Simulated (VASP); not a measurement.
# Cu15O8 (a cell with a defect) in VASP: single point with PBE

Aim: the single point of Cu15O8 (a cell with a defect) with PBE.

Program: VASP 6.6.1. These are calculated values, not measurements. Logs are shortened: lines on timing, memory, paths and dates and some standing lists are left out, and cuts for length are marked.

## (1) The cell of the first run

The cell holds a defect, 23 atoms: a = 7.379 Å, b = 7.379 Å, c = 7.379 Å, α = 109.47°, β = 109.47°, γ = 109.47°.

## (2) Single point, PBE, collinear spin (atoms taken out, then relaxed in part)

The input, INCAR:

```
  PREC = Accurate
  ENCUT = 520
  EDIFF = 1E-6
  ISMEAR = -1
  SIGMA = 0.01
  LREAL = False
  LASPH = True
  NELM = 200
  ALGO = Normal
  ISIF = 2
  LWAVE = False
  LCHARG = False
  ISPIN = 2
  MAGMOM = 0 0 0 0 0 0 0 0 0 0 0 0 0 0 0 0.5 0 0 0 0.5 0 0 0
  LORBIT = 11
  LMAXMIX = 4
  GGA = PE
  NBANDS = 128
  GGA_COMPAT = False
  KPAR = 4
```

The input, KPOINTS:

```
regular mesh
0
Gamma
  3 3 3
```

The input, POSCAR:

```
Cu15O8
1.0
   -4.2600000000      4.2600000000      4.2600000000
    4.2600000000     -4.2600000000      4.2600000000
    4.2600000000      4.2600000000     -4.2600000000
Cu O
15 8
Direct
    0.7505348959      0.7505348959      0.2497446867
    0.7506311517      0.2507167401      0.7501329953
    0.2507167401      0.7506311517      0.7501329953
    0.7327869901      0.4918033854      0.4912274107
    0.2505948753     -0.0059269645      0.5064655485
    0.2505413232      0.5071180602     -0.0064917302
    0.7685050345      0.0094009586      0.0087870458
    0.4916556936      0.4916556936      0.7320651207
    0.0093664649      0.0093664649      0.7676370342
   -0.0057692336      0.5071964795      0.2501483847
    0.5071964795     -0.0057692336      0.2501483847
    0.4918033854      0.7327869901      0.4912274107
   -0.0059269645      0.2505948753      0.5064655485
    0.0094009586      0.7685050345      0.0087870458
    0.5071180602      0.2505413232     -0.0064917302
    0.0270454289      0.0270454289      0.0262481311
    0.4996705309      0.4996705309     -0.0089912151
    0.4999001340     -0.0082172783      0.4993467550
   -0.0082172783      0.4999001340      0.4993467550
    0.4741861183      0.4741861183      0.4735621953
    0.0013128784      0.0013128784      0.5086924138
    0.0014094041      0.5096214355      0.0009044070
    0.5096214355      0.0014094041      0.0009044070
```

Potentials or basis: VASP PAW PBE potentials, release 64 (Cu, O).

The run is started by

```console
$ cat potpaw_PBE.64/Cu/POTCAR potpaw_PBE.64/O/POTCAR > POTCAR
$ mpirun -np 4 vasp_std > vasp.out
```

OUTCAR:

```text
PREC = Accurate
   ENCUT = 520
   EDIFF = 1E-6
   ISMEAR = -1
   LREAL = False
   LASPH = True
   NELM = 200
   ISIF = 2
   ISPIN = 2
   LORBIT = 11
   GGA = PE

 ion  position               nearest neighbor table
   1  0.751  0.751  0.250-  17 1.87  21 1.87
   2  0.751  0.251  0.750-  22 1.87  18 1.87
   3  0.251  0.751  0.750-  23 1.87  19 1.87
   4  0.733  0.492  0.491-  20 1.83  19 1.87
   5  0.251  0.994  0.506-  21 1.86  18 1.86
   6  0.251  0.507  0.994-  22 1.86  17 1.86
   7  0.769  0.009  0.009-  16 1.83  23 1.87
   8  0.492  0.492  0.732-  20 1.83  17 1.87
   9  0.009  0.009  0.768-  16 1.83  21 1.87
  10  0.994  0.507  0.250-  22 1.86  19 1.86
  11  0.507  0.994  0.250-  23 1.86  18 1.86
  12  0.492  0.733  0.491-  20 1.83  18 1.87
  13  0.994  0.251  0.506-  21 1.86  19 1.86
  14  0.009  0.769  0.009-  16 1.83  22 1.87
  15  0.507  0.251  0.994-  23 1.86  17 1.86
  16  0.027  0.027  0.026-   9 1.83   7 1.83  14 1.83
  17  0.500  0.500  0.991-   6 1.86  15 1.86   1 1.87   8 1.87
  18  0.500  0.992  0.499-   5 1.86  11 1.86   2 1.87  12 1.87
  19  0.992  0.500  0.499-  13 1.86  10 1.86   3 1.87   4 1.87
  20  0.474  0.474  0.474-   4 1.83  12 1.83   8 1.83
  21  0.001  0.001  0.509-   5 1.86  13 1.86   1 1.87   9 1.87
  22  0.001  0.510  0.001-   6 1.86  10 1.86   2 1.87  14 1.87
  23  0.510  0.001  0.001-  15 1.86  11 1.86   3 1.87   7 1.87

  LATTYP: Found a body centered cubic cell.
 ALAT       =     8.5200000000

  Lattice vectors:

 A1 = (  -4.2600000000,   4.2600000000,   4.2600000000)
 A2 = (   4.2600000000,  -4.2600000000,   4.2600000000)
 A3 = (   4.2600000000,   4.2600000000,  -4.2600000000)

Analysis of symmetry for initial positions (statically):
=====================================================================
 Subroutine PRICEL returns:
 Original cell was already a primitive cell.

 Routine SETGRP: Setting up the symmetry group for a
 body centered cubic supercell.

 Subroutine GETGRP returns: Found  2 space group operations
 (whereof  2 operations were pure point group operations)
 out of a pool of 48 trial point group operations.

The static configuration has the point symmetry C_1h.

Analysis of symmetry for dynamics (positions and initial velocities):
=====================================================================
 Subroutine PRICEL returns:
 Original cell was already a primitive cell.

 Routine SETGRP: Setting up the symmetry group for a
 body centered cubic supercell.

 Subroutine GETGRP returns: Found  2 space group operations
 (whereof  2 operations were pure point group operations)
 out of a pool of 48 trial point group operations.

The dynamic configuration has the point symmetry C_1h.

Analysis of structural, dynamic, and magnetic symmetry:
=====================================================================
 Subroutine PRICEL returns:
 Original cell was already a primitive cell.

 Routine SETGRP: Setting up the symmetry group for a
 body centered cubic supercell.

 Subroutine GETGRP returns: Found  2 space group operations
 (whereof  2 operations were pure point group operations)
 out of a pool of 48 trial point group operations.

The overall configuration has the point symmetry C_1h.

 Subroutine INISYM returns: Found  2 space group operations
 (whereof  2 operations are pure point group operations),
 and found     1 'primitive' translations

----------------------------------------------------------------------------------------

                                     Primitive cell

  volume of cell :     309.2351

  direct lattice vectors                    reciprocal lattice vectors
    -4.260000000  4.260000000  4.260000000     0.000000000  0.117370892  0.117370892
     4.260000000 -4.260000000  4.260000000     0.117370892  0.000000000  0.117370892
     4.260000000  4.260000000 -4.260000000     0.117370892  0.117370892  0.000000000

  length of vectors
     7.378536440  7.378536440  7.378536440     0.165987507  0.165987507  0.165987507

[... 89 lines left out ...]
   k-points           NKPTS =     10   k-points in BZ     NKDIM =     10   number of bands    NBANDS=    128
   number of dos      NEDOS =    301   number of ions     NIONS =     23
   total plane-waves  NPLWV = 175616
   dimension x,y,z NGX =    56 NGY =   56 NGZ =   56
   dimension x,y,z NGXF=   112 NGYF=  112 NGZF=  112
   ions per type =              15   8
   NGX,Y,Z   is equivalent  to a cutoff of  12.62, 12.62, 12.62 a.u.
   NGXF,Y,Z  is equivalent  to a cutoff of  25.23, 25.23, 25.23 a.u.
 SYSTEM =  unknown system
   PREC   = accura    normal or accurate (medium, high low for compatibility)
   ISTART =      0    job   : 0-new  1-cont  2-samecut
   ICHARG =      2    charge: 1-file 2-atom 10-const
   ISPIN  =      2    spin polarized calculation?
   LNONCOLLINEAR =      F non collinear calculations
   LSORBIT =      F    spin-orbit coupling
   LASPH  =      T    aspherical Exc in radial PAW
   ENCUT  =  520.0 eV  38.22 Ry    6.18 a.u.  13.72 13.72 13.72*2*pi/ulx,y,z
   NELM   =    200;   NELMIN=  2; NELMDL= -5     # of ELM steps
   EDIFF  = 0.1E-05   stopping-criterion for ELM
   LREAL  =      F    real-space projection
   EDIFFG = 0.1E-04   stopping-criterion for IOM
   NSW    =      0    number of steps for IOM
   IBRION =     -1    ionic relax: 0-MD 1-quasi-New 2-CG
   NFREE  =      0    steps in history (QN), initial steepest desc. (CG)
   ISIF   =      2    stress and relaxation
   ISYM   =      2    0-nonsym 1-usesym 2-fastsym
   POTIM  = 0.5000    time-step for ionic-motion
   TEBEG  =    0.0;   TEEND  =   0.0 temperature during run
   PSTRESS=    0.0 pullay stress
   NELECT =     213.0000    total number of electrons
   NUPDOWN=      -1.0000    fix difference up-down
   EMIN   =  10.00;   EMAX   =-10.00  energy-range for DOS
   EFERMI =   0.00;   METHOD = LEGACY
   ISMEAR =    -1;   SIGMA  =   0.01  broadening in eV -4-tet -1-fermi 0-gaus
   EFERMI_NEDOS =   21; number of points for ismear=-14 and -15
   IALGO  =     38    algorithm
   IMIX   =      4    mixing-type and parameters
     AMIX     =   0.40;   BMIX     =  1.00
     AMIX_MAG =   1.60;   BMIX_MAG =  1.00
  volume/ion in A,a.u.               =      13.45        90.73
  Fermi-wavevector in a.u.,A,eV,Ry     =   1.445790  2.732146 28.440362  2.090308
  Thomas-Fermi vector in A             =   2.563932
   LORBIT       =     11    0 simple, 1 ext, 2 COOP (PROOUT), +10 PAW based schemes
   GGA     = PE    functional components
   LHFCALC =     F    Hartree Fock is set to
   AEXX    =    0.0000 exact exchange contribution
   IVDW    =     0    specifies the selected vdW correction
   LEPSILON=     F    determine dielectric tensor
   LRPA    =     F    only Hartree local field effects (RPA)
 spin polarized calculation
  energy-cutoff  :      520.00
  volume of cell :      309.24
 maximum number of plane-waves:      8391
   NGX = 27   NGY = 27   NGZ = 27

 number of electron     213.0000014 magnetization      -0.0003761

 number of electron     213.0000014 magnetization       0.0000540

 Free energy of the ion-electron system (eV)
  ---------------------------------------------------
  ext. energy  EPLUGINS =         0.00000000
  ---------------------------------------------------
  free energy    TOTEN  =      -105.03315206 eV

  energy without entropy =     -105.02878293  energy(sigma->0) =     -105.03096750

 E-fermi :   3.9496     XC(G=0): -10.7338

 val. band max:        3.9259468494   @ k =   0.3333   0.3333  -0.3333
 cond. band min:       3.9569787343   @ k =   0.3333  -0.3333   0.0000
 fundamental gap:      0.0310318849
 Fermi energy:         3.9495705447

 spin component 1

 k-point     1 :       0.0000    0.0000    0.0000
  band No.  band energies     occupation
      1     -15.7262      1.00000
      2     -15.4196      1.00000
      3     -15.4193      1.00000
      4     -15.4154      1.00000
      5     -15.4151      1.00000
      6     -15.2016      1.00000
[... 1199 lines left out ...]
    117       7.6585      0.00000
    118       8.2244      0.00000
 Fermi energy:         3.9495705447

 spin component 2

 k-point     1 :       0.0000    0.0000    0.0000
  band No.  band energies     occupation
      1     -15.7262      1.00000
      2     -15.4196      1.00000
      3     -15.4193      1.00000
      4     -15.4154      1.00000
      5     -15.4151      1.00000
      6     -15.2016      1.00000
[... 1199 lines left out ...]
    117       7.6585      0.00000
    118       8.2244      0.00000
 [bands above 118 left out]

------------------------ aborting loop because EDIFF is reached ----------------------------------------

  FORCE on cell =-STRESS in cart. coord.  units (eV):
  Direction    XX          YY          ZZ          XY          YZ          ZX
  --------------------------------------------------------------------------------------
  -------------------------------------------------------------------------------------
  Total       -0.1577538     -0.1577538     -0.1594825     -0.0652120     -0.0628989     -0.0628988
  in kB       -0.8173380     -0.8173380     -0.8262946     -0.3378700     -0.3258856     -0.3258850
  external PRESSURE =      -0.8203235 kB  Pullay stress =       0.0000000 kB

 VOLUME and BASIS-vectors are now :
 -----------------------------------------------------------------------------
  energy-cutoff  :      520.00
  volume of cell :      309.24
      direct lattice vectors                 reciprocal lattice vectors
    -4.260000000  4.260000000  4.260000000     0.000000000  0.117370892  0.117370892
     4.260000000 -4.260000000  4.260000000     0.117370892  0.000000000  0.117370892
     4.260000000  4.260000000 -4.260000000     0.117370892  0.117370892  0.000000000

 POSITION                                       TOTAL-FORCE (eV/Angst)
 -----------------------------------------------------------------------------------
      1.06391      1.06391      5.33064         0.001819      0.001819     -0.000487
      1.06593      5.32520      1.07018        -0.000722      0.000216     -0.000087
      5.32520      1.06593      1.07018         0.000216     -0.000722     -0.000087
      1.06604      3.11922      3.12413        -0.009652      0.017264      0.017324
      5.32476     -1.00967      3.14474         0.000455     -0.004221      0.004871
      5.32536      3.13933     -1.00472        -0.001023      0.005520     -0.003703
[... 15 lines left out ...]
      2.16884     -2.16113      2.17314         0.002089     -0.008973      0.002007
     -2.16113      2.16884      2.17314        -0.008973      0.002089      0.002007
 -----------------------------------------------------------------------------------
    total drift:                                0.000143      0.000143     -0.004295

  FREE ENERGIE OF THE ION-ELECTRON SYSTEM (eV)
  ---------------------------------------------------
  free  energy   TOTEN  =      -105.0331520594 eV

  energy  without entropy=     -105.0287829342  energy(sigma->0) =     -105.03096750

 total charge

# of ion       s       p       d       tot
------------------------------------------
    1        0.407   0.309   9.217   9.933
    2        0.407   0.309   9.217   9.933
    3        0.407   0.309   9.217   9.933
    4        0.430   0.329   9.198   9.957
    5        0.411   0.309   9.220   9.940
    6        0.411   0.309   9.220   9.940
[... 15 lines left out ...]
   22        1.546   3.465   0.000   5.010
   23        1.546   3.465   0.000   5.010
--------------------------------------------------
tot         18.663  32.363 138.161 189.187

 magnetization (x)

# of ion       s       p       d       tot
------------------------------------------
    1       -0.000   0.000  -0.000  -0.000
    2       -0.000   0.000  -0.000  -0.000
    3       -0.000   0.000  -0.000  -0.000
    4        0.000   0.000  -0.000  -0.000
    5        0.000   0.000  -0.000  -0.000
    6        0.000   0.000  -0.000  -0.000
[... 15 lines left out ...]
   22       -0.000  -0.000   0.000  -0.000
   23       -0.000  -0.000   0.000  -0.000
--------------------------------------------------
tot         -0.000  -0.000  -0.000  -0.000
```

Wall time 15 min (4 MPI ranks of AMD EPYC 7R43 (Zen 3), shared host); peak memory 0.86 GiB.

Results:

| Item | Value |
| --- | --- |
| Free energy | -105.0332 eV |
| Pressure | -0.1 GPa |
| Largest force | 0.105 eV/Å |
| Net moment | 0.00 μB per cell |
| Valence electrons inside the program's atomic spheres | Cu 9.93, 9.96, 9.94 (each value once); O 4.97, 5.01 (each value once) |

Forces in eV/Å, atoms in the order of the input:
```
Cu   0.002  0.002  0.000
Cu  -0.001  0.000  0.000
Cu   0.000 -0.001  0.000
Cu  -0.010  0.017  0.017
Cu   0.000 -0.004  0.005
Cu  -0.001  0.006 -0.004
Cu   0.011 -0.018 -0.017
Cu   0.018  0.018 -0.009
Cu  -0.017 -0.017  0.009
Cu  -0.004  0.004  0.000
Cu   0.004 -0.004  0.000
Cu   0.017 -0.010  0.017
Cu  -0.004  0.000  0.005
Cu  -0.018  0.011 -0.017
Cu   0.006 -0.001 -0.004
O    0.061  0.061  0.060
O   -0.003 -0.003  0.009
O   -0.003  0.008 -0.002
O    0.008 -0.003 -0.002
O   -0.060 -0.060 -0.061
O    0.001  0.001 -0.010
O    0.002 -0.009  0.002
O   -0.009  0.002  0.002
```

Levels at points of the mesh, in eV from the Fermi level:
Spin up:
```csv
k point,band 102,band 103,band 104,band 105,band 106,band 107,band 108,band 109,band 110,band 111
"(0.00, 0.00, 0.00)",-0.37,-0.37,-0.23,0.03,0.17,0.17,0.77,1.61,1.61,2.10
```
Spin down:
```
           k point  band 104  band 105  band 106  band 107  band 108  band 109
(0.00, 0.00, 0.00)     -0.23      0.03      0.17      0.17      0.77      1.61
```

Caveat: the cell differs from its parent crystal (atoms taken out, then relaxed in part).
